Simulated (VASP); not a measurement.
# TaN (P-6m2) in VASP: notebook, part 2 of 2

VASP 6.6.1. Earlier steps stand in the parts before.

## Step 6: Single point, LDA

This run uses another cell than the first one, of 11.64 Å³/atom, 1.174 times its volume.

File INCAR:

```
  ALGO = Normal
  EDIFF = 1E-6
  ENCUT = 520
  GGA = CA
  ISIF = 2
  ISMEAR = -1
  LASPH = True
  LCHARG = True
  LELF = True
  LREAL = False
  LVHAR = True
  LWAVE = False
  NBANDS = 15
  NELM = 80
  PREC = Accurate
  SIGMA = 0.1
```

File KPOINTS:

```
k-points
0
Gamma
  11 11 10
```

File POSCAR:

```
TaN
1.0
    3.0143455988      0.0000000000      0.0000000000
   -1.5071727994      2.6105002375      0.0000000000
    0.0000000000      0.0000000000      2.9579163926
Ta N
1 1
Direct
    0.3333333333      0.6666666667      0.5000000000
    0.0000000000      0.0000000000      0.0000000000
```

Potentials or basis: VASP PAW LDA potentials, release 64 (Ta_pv, N).

Run with:

```
cat potpaw_LDA.64/Ta_pv/POTCAR potpaw_LDA.64/N/POTCAR > POTCAR
mpirun -np 1 vasp_std > vasp.out
```

OUTCAR:

```text
EDIFF = 1E-6
   ENCUT = 520
   GGA = CA
   ISIF = 2
   ISMEAR = -1
   LASPH = True
   LREAL = False
   NELM = 80
   PREC = Accurate

 ion  position               nearest neighbor table
   1  0.333  0.667  0.500-   2 2.28   2 2.28   2 2.28   2 2.28   2 2.28   2 2.28
   2  0.000  0.000  0.000-   1 2.28   1 2.28   1 2.28   1 2.28   1 2.28   1 2.28

  LATTYP: Found a hexagonal cell.
 ALAT       =     3.0143455988
 C/A-ratio  =     0.9812797822

  Lattice vectors:

 A1 = (   3.0143455988,   0.0000000000,   0.0000000000)
 A2 = (  -1.5071727994,   2.6105002375,   0.0000000000)
 A3 = (   0.0000000000,   0.0000000000,   2.9579163926)

Analysis of symmetry for initial positions (statically):
=====================================================================
 Subroutine PRICEL returns:
 Original cell was already a primitive cell.

 Routine SETGRP: Setting up the symmetry group for a
 hexagonal supercell.

 Subroutine GETGRP returns: Found 12 space group operations
 (whereof 12 operations were pure point group operations)
 out of a pool of 24 trial point group operations.

The static configuration has the point symmetry D_3h.

Analysis of symmetry for dynamics (positions and initial velocities):
=====================================================================
 Subroutine PRICEL returns:
 Original cell was already a primitive cell.

 Routine SETGRP: Setting up the symmetry group for a
 hexagonal supercell.

 Subroutine GETGRP returns: Found 12 space group operations
 (whereof 12 operations were pure point group operations)
 out of a pool of 24 trial point group operations.

The dynamic configuration has the point symmetry D_3h.

 Subroutine INISYM returns: Found 12 space group operations
 (whereof 12 operations are pure point group operations),
 and found     1 'primitive' translations

[... 116 lines left out ...]
  Fermi-wavevector in a.u.,A,eV,Ry     =   1.444821  2.730315 28.402252  2.087507
  Thomas-Fermi vector in A             =   2.563072
   LORBIT       =      0    0 simple, 1 ext, 2 COOP (PROOUT), +10 PAW based schemes
   GGA     = CA    functional components
   LHFCALC =     F    Hartree Fock is set to
   AEXX    =    0.0000 exact exchange contribution
   IVDW    =     0    specifies the selected vdW correction
   LEPSILON=     F    determine dielectric tensor
   LRPA    =     F    only Hartree local field effects (RPA)
 non-spin polarized calculation
  energy-cutoff  :      520.00
  volume of cell :       23.28
 maximum number of plane-waves:       647
 NGX is ok and might be reduce to    24
   NGX = 11   NGY = 11   NGZ = 11

 number of electron      15.9999999 magnetization

 Free energy of the ion-electron system (eV)
  ---------------------------------------------------
  ext. energy  EPLUGINS =         0.00000000
  ---------------------------------------------------
  free energy    TOTEN  =       -24.47126529 eV

  energy without entropy =      -24.46812210  energy(sigma->0) =      -24.46969369

 E-fermi :   7.2986     XC(G=0): -13.1733

 val. band max:        7.2787436833   @ k =   0.0000   0.0000   0.4000
 cond. band min:       7.4647636137   @ k =   0.0909  -0.0000   0.5000
 fundamental gap:      0.1860199304
 Fermi energy:         7.2986286592

 k-point     1 :       0.0000    0.0000    0.0000
  band No.  band energies     occupation
      1     -27.5487      2.00000
      2     -27.3150      2.00000
      3     -27.3150      2.00000
      4      -9.6543      2.00000
      5       3.0900      2.00000
      6       3.0900      2.00000
      7       3.4470      2.00000
      8       4.5318      2.00000
      9       9.0964      0.00000
     10      10.5411      0.00000
     11      10.5411      0.00000
     12      10.8051      0.00000
     13      10.8051      0.00000
     14      19.4086      0.00000
[... 401 lines left out ...]
      2     -27.5638      2.00000
      3     -27.4099      2.00000
      4      -8.6224      2.00000
      5       1.1802      2.00000
      6       2.7751      2.00000
      7       3.6139      2.00000
      8       4.9327      2.00000
      9       8.9543      0.00000
     10       9.9151      0.00000
     11      11.0592      0.00000
     12      11.6934      0.00000
     13      12.7551      0.00000
     14      19.4049      0.00000
     15      19.6707      0.00000

 [... further k-points ...]
[... 5 lines left out ...]
  --------------------------------------------------------------------------------------
  -------------------------------------------------------------------------------------
  Total       -4.4013944     -4.4013957     -4.9970953      0.0000000     -0.0000000      0.0000000
  in kB     -302.9690004   -302.9690870   -343.9739418      0.0000000     -0.0000000      0.0000000
  external PRESSURE =    -316.6373431 kB  Pullay stress =       0.0000000 kB

 VOLUME and BASIS-vectors are now :
 -----------------------------------------------------------------------------
  energy-cutoff  :      520.00
  volume of cell :       23.28
      direct lattice vectors                 reciprocal lattice vectors
     3.014345599  0.000000000  0.000000000     0.331746964  0.191534171  0.000000000
    -1.507172799  2.610500238  0.000000000     0.000000000  0.383068343  0.000000000
     0.000000000  0.000000000  2.957916393     0.000000000  0.000000000  0.338075817

 POSITION                                       TOTAL-FORCE (eV/Angst)
 -----------------------------------------------------------------------------------
     -0.00000      1.74033      1.47896        -0.000000      0.000000      0.000000
      0.00000      0.00000      0.00000         0.000000      0.000000      0.000000
 -----------------------------------------------------------------------------------
    total drift:                                0.000000      0.000005     -0.000000

  FREE ENERGIE OF THE ION-ELECTRON SYSTEM (eV)
  ---------------------------------------------------
  free  energy   TOTEN  =       -24.4712652915 eV

  energy  without entropy=      -24.4681220951  energy(sigma->0) =      -24.46969369
```

OSZICAR:

```text
N       E                     dE             d eps       ncg     rms          rms(c)
DAV:   1     0.883145945545E+02    0.88315E+02   -0.87242E+03  2880   0.111E+03
DAV:   2    -0.242171475879E+02   -0.11253E+03   -0.10583E+03  3517   0.296E+02
DAV:   3    -0.270984987915E+02   -0.28814E+01   -0.28666E+01  3314   0.431E+01
DAV:   4    -0.271105832305E+02   -0.12084E-01   -0.12080E-01  3741   0.307E+00
DAV:   5    -0.271106680079E+02   -0.84777E-04   -0.84776E-04  3335   0.242E-01    0.201E+01
DAV:   6    -0.246810730569E+02    0.24296E+01   -0.44381E+00  3384   0.234E+01    0.835E+00
DAV:   7    -0.245183712882E+02    0.16270E+00   -0.51145E-01  3377   0.583E+00    0.585E+00
DAV:   8    -0.244776521562E+02    0.40719E-01   -0.22225E-01  3258   0.384E+00    0.121E+00
DAV:   9    -0.244715698481E+02    0.60823E-02   -0.15204E-02  3132   0.990E-01    0.202E-01
DAV:  10    -0.244713003633E+02    0.26948E-03   -0.74368E-04  3496   0.293E-01    0.105E-01
DAV:  11    -0.244712654523E+02    0.34911E-04   -0.48364E-05  3111   0.637E-02    0.217E-02
DAV:  12    -0.244712652915E+02    0.16080E-06   -0.40558E-06  3244   0.165E-02
   1 F= -.24471265E+02 E0= -.24469694E+02  d E =-.314320E-02
```

stdout:

```text
POSCAR found type information on POSCAR TaN
 POSCAR found :  2 types and       2 ions
 scaLAPACK will be used
 LDA part: xc-table for (Slater(with rela. corr.)+CA(PZ))
 , standard interpolation
 POSCAR, INCAR and KPOINTS ok, starting setup
 FFT: planning ... GRIDC
 FFT: planning ... GRID_SOFT
 FFT: planning ... GRID
 WAVECAR not read
 entering main loop
```

Wall time 37 s (1 thread of Intel Xeon 6975P-C, shared host); peak memory 0.15 GiB.

What came out:

* Free energy: -24.4713 eV
* Pressure: -31.7 GPa
* Band gap on the k mesh: zero (band 8 reaches 7.65 eV, above the bottom of band 9 at 7.20 eV)

Stress tensor (GPa, compression positive):
```
-30.30   0.00   0.00
  0.00 -30.30   0.00
  0.00   0.00 -34.40
```

Caveat: spin-orbit coupling is left out, which moves the levels of the heavy elements.

## Step 7: Overview

| cell | gap on the mesh (eV) | pressure (GPa) |
| --- | --- | --- |
| a = 2.857, b = 2.857, c = 2.804 Å, angles 90.0, 90.0, 120.0°, 2 atoms | none | 24.2 |
| a = 2.898, b = 2.898, c = 2.844 Å, angles 90.0, 90.0, 120.0°, 2 atoms | none | 5.3 |
| a = 2.938, b = 2.938, c = 2.883 Å, angles 90.0, 90.0, 120.0°, 2 atoms | none | -9.8 |
| a = 2.977, b = 2.977, c = 2.921 Å, angles 90.0, 90.0, 120.0°, 2 atoms | none | -21.9 |
| a = 3.014, b = 3.014, c = 2.958 Å, angles 90.0, 90.0, 120.0°, 2 atoms | none | -31.7 |

Alike in all rows: task single point; level LDA; potentials or basis VASP PAW LDA potentials, release 64 (Ta_pv, N); no spin polarisation; k mesh 11 × 11 × 10; cutoff (eV) 520; smearing fermi-dirac 0.1 eV.

Caveats: spin-orbit coupling is left out, which moves the levels of the heavy elements.

Absolute energies hang on the potentials; compare differences alone.
